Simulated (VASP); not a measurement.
# Bi (Im-3m) in VASP: a series of runs, part 2 of 2

VASP 6.6.1. The steps go on from the part before.

## (3) Relaxation of cell and atoms, BLYP+D4

This run uses another cell than the first one, of 31.12 Å³/atom, 0.997 times its volume.

Contents of INCAR:

```
SYSTEM = Bi
AGGAC    = 1.0          
AGGAX    = 1.0          
ALDAC    = 0.0          
ALDAX    = 1.0          
ALGO     = Normal         ! electronic algorithm
EDIFF    = 1E-7           ! SCF threshold, eV
EDIFFG   = -0.02          ! ionic threshold
ENCUT    = 600            ! plane-wave cutoff, eV
GGA      = B5             ! functional
IBRION   = 2              ! ionic algorithm
ISIF     = 3              ! what is computed and relaxed
ISMEAR   = -1             ! smearing method
IVDW     = 13             ! dispersion correction
LASPH    = .True.         ! aspherical terms in the spheres
LCHARG   = .False.        ! write CHGCAR
LREAL    = .False.        ! projectors in reciprocal space
LWAVE    = .False.        ! write WAVECAR
NELM     = 80             ! most SCF steps
NSW      = 80             ! ionic steps
PREC     = Accurate       ! precision mode
SIGMA    = 0.05           ! smearing width, eV
VDW_A1   = 0.44488865   
VDW_A2   = 4.0933009    
VDW_S6   = 1.0          
VDW_S8   = 2.34076671
```

Contents of KPOINTS:

```
k-points
0
Gamma
  9 9 9
  0 0 0
```

Contents of POSCAR:

```
Bi
1.0
   -1.9814305318      1.9814305318      1.9814305318
    1.9814305318     -1.9814305318      1.9814305318
    1.9814305318      1.9814305318     -1.9814305318
Bi
1
Direct
    0.0000000000      0.0000000000      0.0000000000
```

Potentials or basis: VASP PAW PBE potentials, release 64 (Bi_d).

The run is started by

```bash
$ cat potpaw_PBE.64/Bi_d/POTCAR > POTCAR
$ mpirun -np 1 vasp_std > vasp.out
```

OUTCAR:

```text
SYSTEM = Bi
   EDIFF = 1E-7
   EDIFFG = -0.02
   ENCUT = 600
   GGA = B5
   IBRION = 2
   ISIF = 3
   ISMEAR = -1
   IVDW = 13
   LASPH = .True.
   LREAL = .False.
   NELM = 80
   NSW = 80
   PREC = Accurate

 ion  position               nearest neighbor table
   1  0.000  0.000  0.000-

  LATTYP: Found a body centered cubic cell.
 ALAT       =     3.9628610636

  Lattice vectors:

 A1 = (  -1.9814305318,   1.9814305318,   1.9814305318)
 A2 = (   1.9814305318,  -1.9814305318,   1.9814305318)
 A3 = (   1.9814305318,   1.9814305318,  -1.9814305318)

Analysis of symmetry for initial positions (statically):
=====================================================================
 Subroutine PRICEL returns:
 Original cell was already a primitive cell.

 Routine SETGRP: Setting up the symmetry group for a
 body centered cubic supercell.

 Subroutine GETGRP returns: Found 48 space group operations
[... 9 lines left out ...]

[... 237 lines left out ...]
  free energy    TOTEN  =        -2.94462396 eV

  energy without entropy =       -2.94082576  energy(sigma->0) =       -2.94272486

 E-fermi :   8.3598     XC(G=0):  -9.6432

 val. band max:        8.3274709748   @ k =   0.2222   0.0000   0.0000
 cond. band min:       8.3603693255   @ k =  -0.2222   0.2222   0.1111
 fundamental gap:      0.0328983506
 Fermi energy:         8.3597524176

 k-point     1 :       0.0000    0.0000    0.0000
  band No.  band energies     occupation
      1     -14.6226      2.00000
      2     -14.6226      2.00000
      3     -14.6226      2.00000
      4     -14.4918      2.00000
      5     -14.4918      2.00000
      6      -5.1655      2.00000
      7      13.2441      0.00000
      8      13.2441      0.00000
      9      13.2441      0.00000
     10      17.8242      0.00000
     11      19.0867      0.00000
[... 309 lines left out ...]
 k-point    24 :      -0.4444   -0.4444    0.1111
  band No.  band energies     occupation
      1     -14.6114      2.00000
      2     -14.5754      2.00000
      3     -14.5326      2.00000
      4     -14.4975      2.00000
      5     -14.4233      2.00000
      6      -1.8042      2.00000
      7       4.0828      2.00000
      8       7.5217      2.00000
      9      10.8976      0.00000
     10      15.9505      0.00000
     11      17.3921      0.00000

 [... further k-points ...]

------------------------ aborting loop because EDIFF is reached ----------------------------------------

  DFT-D4 for vdW energy calculation

  Edisp (eV):   -1.01369
[... 24 lines left out ...]
  FREE ENERGIE OF THE ION-ELECTRON SYSTEM (eV)
  ---------------------------------------------------
  free  energy   TOTEN  =        -3.9583150103 eV

  energy  without entropy=       -3.9545168077  energy(sigma->0) =       -3.95641591

 reached required accuracy - stopping structural energy minimisation
```

It took 38 s on 1 thread of Intel Xeon Platinum 8488C (Sapphire Rapids), shared host; peak memory 0.16 GiB.

Results:

- Free energy: -3.9583 eV
- Relaxed volume: 31.29 Å³/atom
- Relaxed cell: a = 3.438 Å, b = 3.438 Å, c = 3.438 Å, α = 109.47°, β = 109.47°, γ = 109.47°
- Space group after relaxing (to 0.05 Å): Im-3m (No. 229)
- Energy gained by relaxing: 0.2 meV/atom
- Ionic steps: 3
- Pressure after relaxing: 0.0 GPa
- Dispersion energy per atom: -1.014 eV

Step by step:
```tsv
step	energy change (eV)	largest force (eV/Å)	pressure (GPa)	volume (Å³)
1	0.0000	0.0000	0.31	31.12
2	-0.0001	0.0000	-0.17	31.39
3	-0.0002	0.0000	0.00	31.29
```

Final structure:
```
Bi
1.0
    -1.98504    1.98504    1.98504
     1.98504   -1.98504    1.98504
     1.98504    1.98504   -1.98504
Bi
1
Direct
  0.00000 0.00000 0.00000
```

Caveat: the PAW data sets were made with another functional, which shifts forces and pressure a little; spin-orbit coupling is left out, which moves the levels of the heavy elements; pairwise dispersion overbinds metals, which lowers pressure and volume.

## (4) Relaxation of cell and atoms, PBE+D3(BJ)

This run uses another cell than the first one, of 31.12 Å³/atom, 0.997 times its volume.

Contents of INCAR:

```
ALGO     = Normal         # electronic algorithm
EDIFF    = 1E-6           # SCF threshold, eV
EDIFFG   = -0.02          # ionic threshold
ENCUT    = 600            # plane-wave cutoff, eV
GGA      = PE             # functional
IBRION   = 2              # ionic algorithm
ISIF     = 3              # what is computed and relaxed
ISMEAR   = -1             # smearing method
IVDW     = 12             # dispersion correction
LASPH    = T              # aspherical terms in the spheres
LCHARG   = F              # write CHGCAR
LREAL    = F              # projectors in reciprocal space
LWAVE    = F              # write WAVECAR
NELM     = 80             # most SCF steps
NSW      = 80             # ionic steps
PREC     = Accurate       # precision mode
SIGMA    = 0.05           # smearing width, eV
```

Contents of KPOINTS:

```
k-points
0
Gamma
  9 9 9
```

POSCAR is that of step 3.

The run is started by

```bash
$ cat potpaw_PBE.64/Bi_d/POTCAR > POTCAR
$ mpirun -np 1 vasp_std > vasp.out
```

Wall time 21 s (1 thread of Intel Xeon Platinum 8488C (Sapphire Rapids), shared host); peak memory 0.17 GiB.

It converged, with:

```yaml
Free_energy: -4.2818 eV
Relaxed_volume: 30.17 Å³/atom
Relaxed_cell: a = 3.397 Å, b = 3.397 Å, c = 3.397 Å, α = 109.47°, β = 109.47°, γ = 109.47°
Space_group_after_relaxing_to_0.05_Å: Im-3m (No. 229)
Energy_gained_by_relaxing: 5.2 meV/atom
Ionic_steps: 3
Pressure_after_relaxing: 0.0 GPa
Dispersion_energy_per_atom: -0.522 eV
```

Step by step:
| step | energy change (eV) | largest force (eV/Å) | pressure (GPa) | volume (Å³) |
| --- | --- | --- | --- | --- |
| 1 | 0.0000 | 0.0000 | -1.72 | 31.12 |
| 2 | -0.0035 | 0.0000 | 1.05 | 29.64 |
| 3 | -0.0052 | 0.0000 | 0.02 | 30.17 |

Final structure:
```yaml
crystal:
  lattice:
    - [-1.96103, 1.96103, 1.96103]
    - [1.96103, -1.96103, 1.96103]
    - [1.96103, 1.96103, -1.96103]
  atoms:
    - { symbol: Bi, position: [0.00000, 0.00000, 0.00000] }
```

Levels at points of the mesh, in eV from the Fermi level:
```
           k point  band 3  band 4  band 5  band 6  band 7  band 8  band 9  band 10  band 11
(0.00, 0.00, 0.00)  -23.13  -22.99  -22.99  -13.81    5.28    5.28    5.28     9.47    10.41
```

Caveat: spin-orbit coupling is left out, which moves the levels of the heavy elements; pairwise dispersion overbinds metals, which lowers pressure and volume.

## (5) Relaxation of cell and atoms, PBE+D4

This run uses another cell than the first one, of 31.12 Å³/atom, 0.997 times its volume.

Contents of INCAR:

```
SYSTEM = Bi
PREC = Accurate ; ENCUT = 600
EDIFF = 1E-6 ; ISMEAR = -1
SIGMA = 0.05 ; LREAL = .False.
LASPH = .True. ; NELM = 80
ALGO = Normal ; ISIF = 3
LWAVE = .False. ; LCHARG = .False.
GGA = PE ; IVDW = 13
IBRION = 2 ; NSW = 80
EDIFFG = -0.005
```

Contents of KPOINTS:

```
regular mesh
0
Gamma
  9 9 9
  0 0 0
```

POSCAR is that of step 4.

The run is started by

```bash
$ cat potpaw_PBE.64/Bi_d/POTCAR > POTCAR
$ mpirun -np 1 vasp_std > vasp.out
```

Wall time 21 s (1 thread of Intel Xeon Platinum 8488C (Sapphire Rapids), shared host); peak memory 0.17 GiB.

It converged, with:

- Free energy: -4.3225 eV
- Relaxed volume: 30.17 Å³/atom
- Relaxed cell: a = 3.397 Å, b = 3.397 Å, c = 3.397 Å, α = 109.47°, β = 109.47°, γ = 109.47°
- Space group after relaxing (to 0.05 Å): Im-3m (No. 229)
- Energy gained by relaxing: 5.3 meV/atom
- Ionic steps: 3
- Pressure after relaxing: 0.0 GPa
- Dispersion energy per atom: -0.563 eV

Step by step:
| step | energy change (eV) | largest force (eV/Å) | pressure (GPa) | volume (Å³) |
| --- | --- | --- | --- | --- |
| 1 | 0.0000 | 0.0000 | -1.73 | 31.12 |
| 2 | -0.0035 | 0.0000 | 1.08 | 29.63 |
| 3 | -0.0053 | 0.0000 | 0.02 | 30.17 |

Final structure:
```yaml
crystal:
  lattice:
    - [-1.96105, 1.96105, 1.96105]
    - [1.96105, -1.96105, 1.96105]
    - [1.96105, 1.96105, -1.96105]
  atoms:
    - { symbol: Bi, position: [0.00000, 0.00000, 0.00000] }
```

Levels at points of the mesh, in eV from the Fermi level:
```tsv
k point	band 4	band 5	band 6	band 7	band 8	band 9	band 10	band 11
(0.00, 0.00, 0.00)	-22.99	-22.99	-13.81	5.28	5.28	5.28	9.47	10.41
```

Caveat: spin-orbit coupling is left out, which moves the levels of the heavy elements; pairwise dispersion overbinds metals, which lowers pressure and volume.

## (6) Summary

| task | level | cell | cutoff (eV) | gap on the mesh (eV) | pressure (GPa) | relaxed volume (Å³/atom) |
| --- | --- | --- | --- | --- | --- | --- |
| single point | BLYP+D4 | a = 3.435 Å, angles 109.5°, 1 atom | 520 | none | 0.1 | - |
| relaxation of cell and atoms | BLYP+D4 | relaxed from a = 3.432 Å, angles 109.5°, 1 atom | 600 | none | 0.0 | 31.29 |
| relaxation of cell and atoms | PBE+D3(BJ) | relaxed from a = 3.432 Å, angles 109.5°, 1 atom | 600 | none | 0.0 | 30.17 |
| relaxation of cell and atoms | PBE+D4 | relaxed from a = 3.432 Å, angles 109.5°, 1 atom | 600 | none | 0.0 | 30.17 |

Alike in all rows: potentials or basis VASP PAW PBE potentials, release 64 (Bi_d); no spin polarisation; k mesh 9 × 9 × 9; smearing fermi-dirac 0.05 eV.

Caveats: spin-orbit coupling is left out, which moves the levels of the heavy elements; pairwise dispersion overbinds metals, which lowers pressure and volume; the PAW data sets were made with another functional, which shifts forces and pressure a little (some runs).

Total energies depend on the potentials used, so only differences within one code and one set of settings carry meaning.
